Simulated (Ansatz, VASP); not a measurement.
**LiScBH4 in VASP and in Ansatz**

```
CELL_PARAMETERS angstrom
0.00000 3.44653 3.44653
3.44653 0.00000 3.44653
3.44653 3.44653 0.00000
ATOMIC_POSITIONS crystal
Li 0.00000 0.00000 0.00000
Sc 0.25000 0.25000 0.25000
B 0.75000 0.75000 0.75000
H 0.85381 0.85381 0.43857
H 0.43857 0.85381 0.85381
H 0.85381 0.85381 0.85381
H 0.85381 0.43857 0.85381
```

Alike in both runs: functional PBE; k mesh 6 × 6 × 6; occupations gaussian, width 0.1 eV; no spin polarisation.

Ansatz relaxed the structure, and its values are those at the end. VASP's run is a single point on that final structure, the one shown.

|  | VASP | Ansatz |
| --- | --- | --- |
| version | VASP 6.6.1 | Ansatz 0.2.0 |
| potentials or method | VASP PAW PBE potentials, release 64 (Li_sv, Sc_sv, B, H), cutoff 520 eV | scalar-relativistic, plane waves, PAW |
| valence electrons in the cell | 21 | 21 |

|  | VASP | Ansatz | Ansatz less VASP |
| --- | --- | --- | --- |
| gap on the k mesh at the Fermi level (eV) | none | none | - |
| rms of the force components (eV/Å) | 0.007 | 0.005 | -0.0021 |

A gap of «none» marks a metal or a gap that the smearing closes.

Noted on VASP's run: the cutoff is short for stress, so the pressure is rough.
